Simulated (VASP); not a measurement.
# Ta2C (P-3m1) in VASP: single point with LDA

Aim: the single point of Ta2C with LDA.

Program: VASP 6.6.1. These are calculated values, not measurements. Logs are shortened: lines on timing, memory, paths and dates and some standing lists are left out, and cuts for length are marked.

## (1) The cell of the first run

Symmetry: P-3m1, No. 164, trigonal system. The conventional cell has a = 3.106 Å, b = 3.106 Å, c = 4.946 Å, α = 90.00°, β = 90.00°, γ = 120.00°. Within 2.9 Å of Ta (site symmetry 3m) lie 3 C at 2.18 Å. Within 2.9 Å of C (site symmetry -3m) lie 6 Ta at 2.18 Å.

## (2) Single point, LDA

INCAR

```
SYSTEM = Ta2C
PREC = Accurate ; ENCUT = 600
EDIFF = 1E-6 ; ISMEAR = 1
SIGMA = 0.1 ; LREAL = .FALSE.
LASPH = .TRUE. ; NELM = 120
ALGO = Normal ; ISIF = 2
LWAVE = .FALSE. ; LCHARG = .FALSE.
NBANDS = 20 ; GGA_COMPAT = .FALSE.
```

KPOINTS

```
regular mesh
0
G
  9 9 5
  0 0 0
```

POSCAR

```
Ta2C
1.0
    3.1059000000      0.0000000000      0.0000000000
   -1.5529500000      2.6897880000      0.0000000000
    0.0000000000      0.0000000000      4.9464000000
Ta C
2 1
Direct
    0.3333330000      0.6666670000      0.2520100000
    0.6666670000      0.3333330000      0.7479900000
    0.0000000000      0.0000000000      0.0000000000
```

Potentials or basis: VASP PAW LDA potentials, release 64 (Ta_pv, C).

Run with:

```
> cat potpaw_LDA.64/Ta_pv/POTCAR potpaw_LDA.64/C/POTCAR > POTCAR
> mpirun -np 1 vasp_std > vasp.out
```

OUTCAR:

```text
SYSTEM = Ta2C
   PREC = Accurate
   ENCUT = 600
   EDIFF = 1E-6
   ISMEAR = 1
   LREAL = .FALSE.
   LASPH = .TRUE.
   NELM = 120
   ISIF = 2

 ion  position               nearest neighbor table
   1  0.333  0.667  0.252-   3 2.18   3 2.18   3 2.18   2 3.04   2 3.04   2 3.04   2 3.07   2 3.07
                             2 3.07
   2  0.667  0.333  0.748-   3 2.18   3 2.18   3 2.18   1 3.04   1 3.04   1 3.04   1 3.07   1 3.07
                             1 3.07
   3  0.000  0.000  0.000-   1 2.18   2 2.18   1 2.18   2 2.18   2 2.18   1 2.18

  LATTYP: Found a hexagonal cell.
 ALAT       =     3.1059000000
 C/A-ratio  =     1.5925818603

  Lattice vectors:

 A1 = (   3.1059000000,   0.0000000000,   0.0000000000)
 A2 = (  -1.5529500000,   2.6897880000,   0.0000000000)
 A3 = (   0.0000000000,   0.0000000000,   4.9464000000)

Analysis of symmetry for initial positions (statically):
=====================================================================
 Subroutine PRICEL returns:
 Original cell was already a primitive cell.

 Routine SETGRP: Setting up the symmetry group for a
 hexagonal supercell.

 Subroutine GETGRP returns: Found 12 space group operations
 (whereof 12 operations were pure point group operations)
 out of a pool of 24 trial point group operations.

The static configuration has the point symmetry D_3d.

Analysis of symmetry for dynamics (positions and initial velocities):
=====================================================================
 Subroutine PRICEL returns:
 Original cell was already a primitive cell.

 Routine SETGRP: Setting up the symmetry group for a
 hexagonal supercell.

 Subroutine GETGRP returns: Found 12 space group operations
 (whereof 12 operations were pure point group operations)
 out of a pool of 24 trial point group operations.

The dynamic configuration has the point symmetry D_3d.

 Subroutine INISYM returns: Found 12 space group operations
 (whereof 12 operations are pure point group operations),
 and found     1 'primitive' translations

----------------------------------------------------------------------------------------

                                     Primitive cell

  volume of cell :      41.3233

  direct lattice vectors                    reciprocal lattice vectors
     3.105900000  0.000000000  0.000000000     0.321967868  0.185888256  0.000000000
    -1.552950000  2.689788000  0.000000000     0.000000000  0.371776512  0.000000000
     0.000000000  0.000000000  4.946400000     0.000000000  0.000000000  0.202167233

  length of vectors
     3.105900000  3.105899739  4.946400000     0.371776480  0.371776512  0.202167233

  position of ions in fractional coordinates (direct lattice)
     0.333333000  0.666667000  0.252010000
     0.666667000  0.333333000  0.747990000
     0.000000000  0.000000000  0.000000000

  ion indices of the primitive-cell ions
   primitive index   ion index
                 1           1
                 2           2
                 3           3

----------------------------------------------------------------------------------------

 KPOINTS: regular mesh

Automatic generation of k-mesh.
 Grid dimensions read from file:
 generate k-points for:    9    9    5

 Generating k-lattice:

  Cartesian coordinates                     Fractional coordinates (reciprocal lattice)
     0.035774208  0.020654251  0.000000000     0.111111111  0.000000000  0.000000000
     0.000000000  0.041308501  0.000000000     0.000000000  0.111111111  0.000000000
     0.000000000  0.000000000  0.040433447     0.000000000  0.000000000  0.200000000

  Length of vectors
     0.041308498  0.041308501  0.040433447

  Shift w.r.t. Gamma in fractional coordinates (k-lattice)
     0.000000000  0.000000000  0.000000000

 Subroutine IBZKPT returns following result:
 ===========================================

 Found     50 irreducible k-points:

 Following reciprocal coordinates:
            Coordinates               Weight
  0.000000  0.000000  0.000000      1.000000
  0.111111  0.000000  0.000000      6.000000
  0.222222 -0.000000  0.000000      6.000000
  0.333333  0.000000  0.000000      6.000000
  0.444444 -0.000000  0.000000      6.000000
  0.111111  0.111111  0.000000      6.000000
[... 16 lines left out ...]
  0.222222  0.111111  0.200000     12.000000
 -0.111111  0.333333  0.200000     12.000000
 [... further k-points ...]
   k-points           NKPTS =     50   k-points in BZ     NKDIM =     50   number of bands    NBANDS=     20
   number of dos      NEDOS =    301   number of ions     NIONS =      3
   total plane-waves  NPLWV =  31360
   dimension x,y,z NGX =    28 NGY =   28 NGZ =   40
   dimension x,y,z NGXF=    56 NGYF=   56 NGZF=   80
   ions per type =               2   1
   NGX,Y,Z   is equivalent  to a cutoff of  14.99, 14.99, 13.44 a.u.
   NGXF,Y,Z  is equivalent  to a cutoff of  29.97, 29.97, 26.89 a.u.
 SYSTEM =  Ta2C
   PREC   = accura    normal or accurate (medium, high low for compatibility)
   ISTART =      0    job   : 0-new  1-cont  2-samecut
   ICHARG =      2    charge: 1-file 2-atom 10-const
   ISPIN  =      1    spin polarized calculation?
   LNONCOLLINEAR =      F non collinear calculations
   LSORBIT =      F    spin-orbit coupling
   LASPH  =      T    aspherical Exc in radial PAW
   ENCUT  =  600.0 eV  44.10 Ry    6.64 a.u.   6.20  6.20  9.88*2*pi/ulx,y,z
   NELM   =    120;   NELMIN=  2; NELMDL= -5     # of ELM steps
   EDIFF  = 0.1E-05   stopping-criterion for ELM
   LREAL  =      F    real-space projection
   EDIFFG = 0.1E-04   stopping-criterion for IOM
   NSW    =      0    number of steps for IOM
   IBRION =     -1    ionic relax: 0-MD 1-quasi-New 2-CG
   NFREE  =      0    steps in history (QN), initial steepest desc. (CG)
   ISIF   =      2    stress and relaxation
   ISYM   =      2    0-nonsym 1-usesym 2-fastsym
   POTIM  = 0.5000    time-step for ionic-motion
   TEBEG  =    0.0;   TEEND  =   0.0 temperature during run
   PSTRESS=    0.0 pullay stress
   NELECT =      26.0000    total number of electrons
   NUPDOWN=      -1.0000    fix difference up-down
   EMIN   =  10.00;   EMAX   =-10.00  energy-range for DOS
   EFERMI =   0.00;   METHOD = LEGACY
   ISMEAR =     1;   SIGMA  =   0.10  broadening in eV -4-tet -1-fermi 0-gaus
   EFERMI_NEDOS =   21; number of points for ismear=-14 and -15
   IALGO  =     38    algorithm
   IMIX   =      4    mixing-type and parameters
     AMIX     =   0.40;   BMIX     =  1.00
     AMIX_MAG =   1.60;   BMIX_MAG =  1.00
  volume/ion in A,a.u.               =      13.77        92.95
  Fermi-wavevector in a.u.,A,eV,Ry     =   1.402817  2.650940 26.774845  1.967896
  Thomas-Fermi vector in A             =   2.525541
   LORBIT       =      0    0 simple, 1 ext, 2 COOP (PROOUT), +10 PAW based schemes
   GGA     = CA    functional components
   LHFCALC =     F    Hartree Fock is set to
   AEXX    =    0.0000 exact exchange contribution
   IVDW    =     0    specifies the selected vdW correction
   LEPSILON=     F    determine dielectric tensor
   LRPA    =     F    only Hartree local field effects (RPA)
 non-spin polarized calculation
 Methfessel and Paxton  Order N= 1 SIGMA  =   0.10
  energy-cutoff  :      600.00
  volume of cell :       41.32
 maximum number of plane-waves:      1387
 NGX is ok and might be reduce to    28
   NGX = 13   NGY = 13   NGZ = 19

 number of electron      26.0000001 magnetization

 Free energy of the ion-electron system (eV)
  ---------------------------------------------------
  ext. energy  EPLUGINS =         0.00000000
  ---------------------------------------------------
  free energy    TOTEN  =       -37.65877644 eV

  energy without entropy =      -37.65907676  energy(sigma->0) =      -37.65887655

 E-fermi :   6.4387     XC(G=0): -12.9401

 val. band max:        6.4165066615   @ k =   0.0000   0.1111   0.4000
 cond. band min:       6.4644838796   @ k =  -0.1111   0.4444   0.4000
 fundamental gap:      0.0479772181
 Fermi energy:         6.4386658616

 k-point     1 :       0.0000    0.0000    0.0000
  band No.  band energies     occupation
      1     -28.2163      2.00000
      2     -27.5279      2.00000
      3     -27.5279      2.00000
      4     -27.4151      2.00000
      5     -27.4151      2.00000
      6     -27.3303      2.00000
[... 12 lines left out ...]
     19       9.3441      0.00000
     20      14.0387      0.00000

 k-point     2 :       0.1111    0.0000    0.0000
  band No.  band energies     occupation
      1     -28.1830      2.00000
      2     -27.6011      2.00000
      3     -27.5534      2.00000
      4     -27.4866      2.00000
      5     -27.4225      2.00000
      6     -27.3433      2.00000
[... 12 lines left out ...]
     19      10.4848      0.00000
     20      14.1174      0.00000

 k-point     3 :       0.2222   -0.0000    0.0000
  band No.  band energies     occupation
      1     -28.0918      2.00000
      2     -27.7848      2.00000
      3     -27.6600      2.00000
      4     -27.6131      2.00000
      5     -27.4453      2.00000
      6     -27.3838      2.00000
[... 12 lines left out ...]
     19      12.1960      0.00000
     20      13.6036      0.00000

 k-point     4 :       0.3333    0.0000    0.0000
  band No.  band energies     occupation
      1     -28.0066      2.00000
      2     -27.9527      2.00000
      3     -27.8449      2.00000
      4     -27.6763      2.00000
      5     -27.4751      2.00000
      6     -27.4512      2.00000
[... 12 lines left out ...]
     19      12.9400      0.00000
     20      13.4548      0.00000

 k-point     5 :       0.4444   -0.0000    0.0000
  band No.  band energies     occupation
      1     -28.1284      2.00000
      2     -27.9678      2.00000
      3     -27.8462      2.00000
      4     -27.7158      2.00000
      5     -27.5246      2.00000
      6     -27.4958      2.00000
[... 12 lines left out ...]
     19      12.2059      0.00000
     20      12.4359      0.00000

 k-point     6 :       0.1111    0.1111    0.0000
  band No.  band energies     occupation
      1     -28.1206      2.00000
      2     -27.7052      2.00000
      3     -27.6654      2.00000
      4     -27.5470      2.00000
      5     -27.4545      2.00000
      6     -27.3700      2.00000
[... 12 lines left out ...]
     19      11.6401      0.00000
     20      13.8191      0.00000

 k-point     7 :       0.2222    0.1111    0.0000
  band No.  band energies     occupation
      1     -28.0142      2.00000
      2     -27.8856      2.00000
      3     -27.8095      2.00000
      4     -27.6375      2.00000
      5     -27.4990      2.00000
      6     -27.4249      2.00000
[... 12 lines left out ...]
     19      12.6648      0.00000
     20      13.4814      0.00000
[... 277 lines left out ...]
 k-point    20 :       0.4444   -0.0000    0.2000
  band No.  band energies     occupation
      1     -28.1585      2.00000
      2     -28.0346      2.00000
      3     -27.7631      2.00000
      4     -27.6963      2.00000
      5     -27.5160      2.00000
      6     -27.5066      2.00000
[... 12 lines left out ...]
     19      12.3931      0.00000
     20      13.1395      0.00000

 k-point    21 :       0.0000    0.4444    0.2000
  band No.  band energies     occupation
      1     -28.1745      2.00000
      2     -28.0188      2.00000
      3     -27.7544      2.00000
      4     -27.6945      2.00000
      5     -27.5179      2.00000
      6     -27.5150      2.00000
[... 12 lines left out ...]
     19      11.8849      0.00000
     20      13.7527      0.00000

 k-point    22 :       0.1111    0.1111    0.2000
  band No.  band energies     occupation
      1     -28.0725      2.00000
      2     -27.6804      2.00000
      3     -27.6767      2.00000
      4     -27.5655      2.00000
      5     -27.4686      2.00000
      6     -27.4051      2.00000
[... 12 lines left out ...]
     19      12.0321      0.00000
     20      12.7388      0.00000

 k-point    23 :       0.2222    0.1111    0.2000
  band No.  band energies     occupation
      1     -28.0249      2.00000
      2     -27.8841      2.00000
      3     -27.7691      2.00000
      4     -27.6479      2.00000
      5     -27.5141      2.00000
      6     -27.4319      2.00000
[... 12 lines left out ...]
     19      12.1294      0.00000
     20      13.0551      0.00000

 k-point    24 :      -0.1111    0.3333    0.2000
  band No.  band energies     occupation
      1     -28.0478      2.00000
      2     -27.8469      2.00000
      3     -27.7778      2.00000
      4     -27.6403      2.00000
      5     -27.5227      2.00000
      6     -27.4363      2.00000
[... 12 lines left out ...]
     19      12.2407      0.00000
     20      13.7856      0.00000

 [... further k-points ...]
[... 5 lines left out ...]
  --------------------------------------------------------------------------------------
  -------------------------------------------------------------------------------------
  Total       -1.7486009     -1.7486005     -1.9440647      0.0000000      0.0000000      0.0000000
  in kB      -67.7963817    -67.7963665    -75.3748648      0.0000000      0.0000000      0.0000000
  external PRESSURE =     -70.3225376 kB  Pullay stress =       0.0000000 kB

 VOLUME and BASIS-vectors are now :
 -----------------------------------------------------------------------------
  energy-cutoff  :      600.00
  volume of cell :       41.32
      direct lattice vectors                 reciprocal lattice vectors
     3.105900000  0.000000000  0.000000000     0.321967868  0.185888256  0.000000000
    -1.552950000  2.689788000  0.000000000     0.000000000  0.371776512  0.000000000
     0.000000000  0.000000000  4.946400000     0.000000000  0.000000000  0.202167233

 POSITION                                       TOTAL-FORCE (eV/Angst)
 -----------------------------------------------------------------------------------
     -0.00000      1.79319      1.24654        -0.000000      0.000000     -0.062026
      1.55295      0.89660      3.69986         0.000000     -0.000000      0.062026
      0.00000      0.00000      0.00000        -0.000000      0.000000      0.000000
 -----------------------------------------------------------------------------------
    total drift:                               -0.000000      0.000000      0.000000

  FREE ENERGIE OF THE ION-ELECTRON SYSTEM (eV)
  ---------------------------------------------------
  free  energy   TOTEN  =       -37.6587764429 eV

  energy  without entropy=      -37.6590767614  energy(sigma->0) =      -37.65887655
```

Wall time 88 s (1 thread of AMD EPYC 7R13, shared host); peak memory 0.16 GiB.

What came out:

```yaml
Free_energy: -37.6588 eV
Pressure: -7.0 GPa
Largest_force: 0.062 eV/Å
Band_gap_on_the_k_mesh: zero (band 13 reaches 6.92 eV, above the bottom of band 14 at 6.20 eV)
```

Forces on the atoms (eV/Å):
```
Ta   0.000  0.000 -0.062
Ta   0.000  0.000  0.062
C    0.000  0.000  0.000
```

Caveat: spin-orbit coupling is left out, which moves the levels of the heavy elements.
